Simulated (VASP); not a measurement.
# AlGaN2 (P-4m2) in VASP: a series of runs

AlGaN2 is run at these levels: LDA; tasks: relaxation of the atoms, single point.

Everything below comes from runs of VASP 6.6.1. Logs are shortened: lines on timing, memory, paths and dates and some standing lists are left out, and cuts for length are marked.

**1. The cell of the first run**

The structure is tetragonal, space group P-4m2 (No. 115). Conventional cell: a = 3.156 Å, b = 3.156 Å, c = 4.442 Å, α = 90.00°, β = 90.00°, γ = 90.00°. Al (site symmetry -4m2) has 4 N at 1.90 Å within 2.5 Å. Ga (site symmetry -4m2) has 4 N at 1.96 Å within 2.6 Å. N (site symmetry 2mm) has 2 Al at 1.90 Å and 2 Ga at 1.96 Å within 2.5 Å.

**2. Relaxation of the atoms, LDA (11.06 Å³/atom)**

File INCAR:

```
SYSTEM = AlGaN2
ALGO = Normal
EDIFF = 1E-6
EDIFFG = -0.01
ENCUT = 520
GGA = CA
IBRION = 2
ISIF = 2
ISMEAR = 0
LASPH = .True.
LCHARG = .False.
LREAL = .False.
LWAVE = .False.
NELM = 100
NSW = 50
PREC = Accurate
SIGMA = 0.05
```

File KPOINTS:

```
k-points
0
Gamma
  8 8 6
  0 0 0
```

File POSCAR:

```
AlGaN2
1.0
    3.1561614145      0.0000000000      0.0000000000
    0.0000000000      3.1561614145      0.0000000000
    0.0000000000      0.0000000000      4.4415644818
Al Ga N
1 1 2
Direct
    0.5000000000      0.5000000000      0.5000000000
    0.0000000000      0.0000000000      0.0000000000
    0.5000000000      0.0000000000      0.7400738390
    0.0000000000      0.5000000000      0.2599261610
```

Potentials or basis: VASP PAW LDA potentials, release 64 (Al, Ga_d, N).

Run with:

```console
$ cat potpaw_LDA.64/Al/POTCAR potpaw_LDA.64/Ga_d/POTCAR potpaw_LDA.64/N/POTCAR > POTCAR
$ mpirun -np 1 vasp_std > vasp.out
```

OUTCAR:

```text
SYSTEM = AlGaN2
   EDIFF = 1E-6
   EDIFFG = -0.01
   ENCUT = 520
   GGA = CA
   IBRION = 2
   ISIF = 2
   ISMEAR = 0
   LASPH = .True.
   LREAL = .False.
   NELM = 100
   NSW = 50
   PREC = Accurate

 ion  position               nearest neighbor table
   1  0.500  0.500  0.500-   3 1.90   4 1.90   3 1.90   4 1.90
   2  0.000  0.000  0.000-   3 1.96   4 1.96   4 1.96   3 1.96
   3  0.500  0.000  0.740-   1 1.90   1 1.90   2 1.96   2 1.96
   4  0.000  0.500  0.260-   1 1.90   1 1.90   2 1.96   2 1.96

  LATTYP: Found a simple tetragonal cell.
 ALAT       =     3.1561614145
 C/A-ratio  =     1.4072678480

  Lattice vectors:

 A1 = (   3.1561614145,   0.0000000000,   0.0000000000)
 A2 = (   0.0000000000,   3.1561614145,   0.0000000000)
 A3 = (   0.0000000000,   0.0000000000,   4.4415644818)

Analysis of symmetry for initial positions (statically):
=====================================================================
 Subroutine PRICEL returns:
 Original cell was already a primitive cell.

 Routine SETGRP: Setting up the symmetry group for a
 simple tetragonal supercell.

 Subroutine GETGRP returns: Found  8 space group operations
 (whereof  8 operations were pure point group operations)
 out of a pool of 16 trial point group operations.

The static configuration has the point symmetry D_2d.

Analysis of symmetry for dynamics (positions and initial velocities):
=====================================================================
 Subroutine PRICEL returns:
 Original cell was already a primitive cell.

 Routine SETGRP: Setting up the symmetry group for a
 simple tetragonal supercell.

 Subroutine GETGRP returns: Found  8 space group operations
 (whereof  8 operations were pure point group operations)
 out of a pool of 16 trial point group operations.

The dynamic configuration has the point symmetry D_2d.

 Subroutine INISYM returns: Found  8 space group operations
 (whereof  8 operations are pure point group operations),
 and found     1 'primitive' translations

----------------------------------------------------------------------------------------

                                     Primitive cell

  volume of cell :      44.2440

  direct lattice vectors                    reciprocal lattice vectors
[... 152 lines left out ...]

 VOLUME and BASIS-vectors are now :
 -----------------------------------------------------------------------------
  energy-cutoff  :      520.00
  volume of cell :       44.24
      direct lattice vectors                 reciprocal lattice vectors
     3.156161415  0.000000000  0.000000000     0.316840576  0.000000000  0.000000000
     0.000000000  3.156161415  0.000000000     0.000000000  0.316840576  0.000000000
     0.000000000  0.000000000  4.441564482     0.000000000  0.000000000  0.225145893

 POSITION                                       TOTAL-FORCE (eV/Angst)
 -----------------------------------------------------------------------------------
      1.57808      1.57808      2.22078         0.000000     -0.000000      0.000000
      0.00000      0.00000      0.00000        -0.000000      0.000000      0.000000
      1.57808      0.00000      3.28709         0.000000      0.000000     -0.023086
      0.00000      1.57808      1.15448         0.000000      0.000000      0.023086
 -----------------------------------------------------------------------------------
    total drift:                                0.000000      0.000000     -0.000000

  FREE ENERGIE OF THE ION-ELECTRON SYSTEM (eV)
  ---------------------------------------------------
  free  energy   TOTEN  =       -30.2840771075 eV

  energy  without entropy=      -30.2840771075  energy(sigma->0) =      -30.28407711

--------------------------------------- Ionic step        2  -------------------------------------------

 number of electron      25.9999982 magnetization

 Free energy of the ion-electron system (eV)
  ---------------------------------------------------
  ext. energy  EPLUGINS =         0.00000000
  ---------------------------------------------------
  free energy    TOTEN  =       -30.28410135 eV

  energy without entropy =      -30.28410135  energy(sigma->0) =      -30.28410135

 E-fermi :   5.5222     XC(G=0): -11.6563

 val. band max:        5.2531262316   @ k =   0.0000   0.0000   0.0000
 cond. band min:       8.0287058402   @ k =   0.0000   0.0000   0.0000
 fundamental gap:      2.7755796086
 Fermi energy:         5.5221753146

 k-point     1 :       0.0000    0.0000    0.0000
  band No.  band energies     occupation
      1     -10.0094      2.00000
      2      -8.7560      2.00000
      3      -7.8395      2.00000
      4      -7.8395      2.00000
      5      -7.7946      2.00000
      6      -7.6425      2.00000
[... 457 lines left out ...]
      4      -7.7355      2.00000
      5      -7.7325      2.00000
      6      -6.9417      2.00000
[... 9 lines left out ...]
     16      13.0863      0.00000
     17      13.7545      0.00000

 [... further k-points ...]

------------------------ aborting loop because EDIFF is reached ----------------------------------------

  FORCE on cell =-STRESS in cart. coord.  units (eV):
  Direction    XX          YY          ZZ          XY          YZ          ZX
  --------------------------------------------------------------------------------------
  -------------------------------------------------------------------------------------
  Total       -1.8607288     -1.8607288     -1.8342093      0.0000000      0.0000000     -0.0000000
  in kB      -67.3812832    -67.3812832    -66.4209522      0.0000000      0.0000000     -0.0000000
  external PRESSURE =     -67.0611729 kB  Pullay stress =       0.0000000 kB

 VOLUME and BASIS-vectors are now :
 -----------------------------------------------------------------------------
  energy-cutoff  :      520.00
  volume of cell :       44.24
      direct lattice vectors                 reciprocal lattice vectors
     3.156161415  0.000000000  0.000000000     0.316840576  0.000000000  0.000000000
     0.000000000  3.156161415  0.000000000     0.000000000  0.316840576  0.000000000
     0.000000000  0.000000000  4.441564482     0.000000000  0.000000000  0.225145893

 POSITION                                       TOTAL-FORCE (eV/Angst)
 -----------------------------------------------------------------------------------
      1.57808      1.57808      2.22078        -0.000000     -0.000000      0.000000
      3.15616      0.00000      0.00000         0.000000      0.000000      0.000000
      1.57808      0.00000      3.28597        -0.000000      0.000000      0.001968
      0.00000      1.57808      1.15559        -0.000000      0.000000     -0.001968
 -----------------------------------------------------------------------------------
    total drift:                                0.000000      0.000000     -0.000000

  FREE ENERGIE OF THE ION-ELECTRON SYSTEM (eV)
  ---------------------------------------------------
  free  energy   TOTEN  =       -30.2841013468 eV

  energy  without entropy=      -30.2841013468  energy(sigma->0) =      -30.28410135

 reached required accuracy - stopping structural energy minimisation
```

It took 31 s on 1 thread of Intel Xeon Platinum 8259CL at 2.50GHz (Skylake/Cascade Lake), shared host; peak memory 0.17 GiB.

Results:

```yaml
Free_energy: -30.2841 eV
Energy_gained_by_relaxing: 0.0 meV/atom
Ionic_steps: 2
Pressure_after_relaxing: -6.7 GPa
Band_gap_on_the_k_mesh: 2.78 eV
```

Final structure:
```xyz
4
Lattice="3.1562 0.0000 0.0000 0.0000 3.1562 0.0000 0.0000 0.0000 4.4416" Properties=species:S:1:pos:R:3 pbc="T T T"
Al    1.5781    1.5781    2.2208
Ga    3.1562    0.0000    0.0000
N     1.5781    0.0000    3.2860
N     0.0000    1.5781    1.1556
```

A k mesh can miss the band edges.

**3. Relaxation of the atoms, LDA (11.06 Å³/atom)**

File INCAR:

```
SYSTEM = AlGaN2
  PREC = Accurate
  ENCUT = 520
  EDIFF = 1E-6
  ISMEAR = 0
  SIGMA = 0.05
  LREAL = .FALSE.
  LASPH = .TRUE.
  NELM = 60
  ALGO = Normal
  ISIF = 2
  LWAVE = .FALSE.
  LCHARG = .FALSE.
  IBRION = 2
  NSW = 50
  EDIFFG = -0.01
```

File KPOINTS:

```
regular mesh
0
G
  8 8 6
  0 0 0
```

File POSCAR:

```
AlGaN2
1.0
    3.0618863623      0.0000000000      0.0000000000
    0.0000000000      3.0618863623      0.0000000000
    0.0000000000      0.0000000000      4.7192854502
Al Ga N
1 1 2
Direct
    0.5000000000      0.5000000000      0.5000000000
    0.0000000000      0.0000000000      0.0000000000
    0.5000000000      0.0000000000      0.7400738390
    0.0000000000      0.5000000000      0.2599261610
```

Potentials or basis: VASP PAW LDA potentials, release 64 (Al, Ga_d, N).

Run with:

```console
$ cat potpaw_LDA.64/Al/POTCAR potpaw_LDA.64/Ga_d/POTCAR potpaw_LDA.64/N/POTCAR > POTCAR
$ mpirun -np 1 vasp_std > vasp.out
```

OUTCAR:

```text
SYSTEM = AlGaN2
   PREC = Accurate
   ENCUT = 520
   EDIFF = 1E-6
   ISMEAR = 0
   LREAL = .FALSE.
   LASPH = .TRUE.
   NELM = 60
   ISIF = 2
   IBRION = 2
   NSW = 50
   EDIFFG = -0.01

 ion  position               nearest neighbor table
   1  0.500  0.500  0.500-   3 1.90   4 1.90   3 1.90   4 1.90
   2  0.000  0.000  0.000-   3 1.96   4 1.96   4 1.96   3 1.96
   3  0.500  0.000  0.740-   1 1.90   1 1.90   2 1.96   2 1.96
   4  0.000  0.500  0.260-   1 1.90   1 1.90   2 1.96   2 1.96

  LATTYP: Found a simple tetragonal cell.
 ALAT       =     3.0618863623
 C/A-ratio  =     1.5413000000

  Lattice vectors:

 A1 = (   3.0618863623,   0.0000000000,   0.0000000000)
 A2 = (   0.0000000000,   3.0618863623,   0.0000000000)
 A3 = (   0.0000000000,   0.0000000000,   4.7192854502)

[... 259 lines left out ...]
  ---------------------------------------------------
  ext. energy  EPLUGINS =         0.00000000
  ---------------------------------------------------
  free energy    TOTEN  =       -30.16862644 eV

  energy without entropy =      -30.16862644  energy(sigma->0) =      -30.16862644

 E-fermi :   5.6307     XC(G=0): -11.6621

 val. band max:        5.4215478732   @ k =   0.0000   0.0000   0.0000
 cond. band min:       8.0083114902   @ k =   0.0000   0.0000   0.0000
 fundamental gap:      2.5867636170
 Fermi energy:         5.6306524169

 k-point     1 :       0.0000    0.0000    0.0000
  band No.  band energies     occupation
      1      -9.9942      2.00000
      2      -8.7833      2.00000
      3      -7.8232      2.00000
      4      -7.8232      2.00000
      5      -7.7895      2.00000
      6      -7.6622      2.00000
[... 457 lines left out ...]
      4      -7.7672      2.00000
      5      -7.7411      2.00000
      6      -6.9027      2.00000
[... 9 lines left out ...]
     16      13.2763      0.00000
     17      14.1360      0.00000

 [... further k-points ...]
[... 5 lines left out ...]
  --------------------------------------------------------------------------------------
  -------------------------------------------------------------------------------------
  Total       -0.5894013     -0.5894013     -4.7099535      0.0000000      0.0000000      0.0000000
  in kB      -21.3435824    -21.3435824   -170.5582856      0.0000000      0.0000000      0.0000000
  external PRESSURE =     -71.0818168 kB  Pullay stress =       0.0000000 kB
[... 19 lines left out ...]
  FREE ENERGIE OF THE ION-ELECTRON SYSTEM (eV)
  ---------------------------------------------------
  free  energy   TOTEN  =       -30.1686264387 eV

  energy  without entropy=      -30.1686264387  energy(sigma->0) =      -30.16862644

 reached required accuracy - stopping structural energy minimisation
```

CONTCAR:

```text
AlGaN2
   1.00000000000000
     3.0618863623000001    0.0000000000000000    0.0000000000000000
     0.0000000000000000    3.0618863623000001    0.0000000000000000
     0.0000000000000000    0.0000000000000000    4.7192854502000001
  Al              Ga              N
     1     1     2
Direct
     0.5000000000000000    0.5000000000000000    0.5000000000000000
     0.0000000000000000    0.0000000000000000    0.0000000000000000
     0.5000000000000000    0.0000000000000000    0.7409802407873162
     0.0000000000000000    0.5000000000000000    0.2590197592126839

  0.00000000E+00  0.00000000E+00  0.00000000E+00
  0.00000000E+00  0.00000000E+00  0.00000000E+00
  0.00000000E+00  0.00000000E+00  0.00000000E+00
  0.00000000E+00  0.00000000E+00  0.00000000E+00
```

Wall time 42 s (1 thread of Intel Xeon Platinum 8259CL at 2.50GHz (Skylake/Cascade Lake), shared host); peak memory 0.17 GiB.

Results:

```
Free energy               : -30.1686 eV
Energy gained by relaxing : 0.1 meV/atom
Ionic steps               : 3
Pressure after relaxing   : -7.1 GPa
Band gap on the k mesh    : 2.59 eV
```

Step by step:
```
step  energy change (eV)  largest force (eV/Å)  pressure (GPa)
   1              0.0000                0.1053           -7.09
   2             -0.0004                0.0197           -7.09
   3             -0.0004                0.0002           -7.11
```

Final structure:
```
Al Ga N
1.0
     3.06189    0.00000    0.00000
     0.00000    3.06189    0.00000
     0.00000    0.00000    4.71929
Al Ga N
1 1 2
Direct
  0.50000 0.50000 0.50000
  0.00000 0.00000 0.00000
  0.50000 0.00000 0.74098
  0.00000 0.50000 0.25902
```

A k mesh can miss the band edges.

[end of part 1 of 2]
